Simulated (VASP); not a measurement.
A run of VASP 6.6.1:

File INCAR:

```
  ALGO = Normal
  EDIFF = 1E-6
  ENCUT = 520
  GGA = PE
  ISIF = 2
  ISMEAR = -1
  LASPH = T
  LCHARG = F
  LREAL = F
  LWAVE = F
  NBANDS = 25
  NELM = 100
  PREC = Accurate
  SIGMA = 0.05
```

KPOINTS

```
k-points
0
Gamma
  8 8 6
```

POSCAR

```
CuO
1.0
    2.8576394020      0.0000000000      0.0000000000
    0.0000000000      2.8576394020      0.0000000000
    0.0000000000      0.0000000000      5.1390139443
Cu O
2 2
Direct
    0.0000000000      0.5000000000      0.0000000000
    0.5000000000      0.0000000000      0.5000000000
    0.0000000000      0.0000000000      0.2500000000
    0.0000000000      0.0000000000      0.7500000000
```

Potentials or basis: VASP PAW PBE potentials, release 64 (Cu, O).

Launch:

```console
$ cat potpaw_PBE.64/Cu/POTCAR potpaw_PBE.64/O/POTCAR > POTCAR
$ mpirun -np 1 vasp_std > vasp.out
```

Hardware: 1 thread of Intel(R) Xeon(R) Platinum 8559C (Emerald Rapids) (shared host).

How long does it take, and how much memory?

Wall time 36 s on 1 thread of Intel(R) Xeon(R) Platinum 8559C (Emerald Rapids) (shared host), peak memory 0.18 GiB. Counts: scf iterations 15, k points 60.
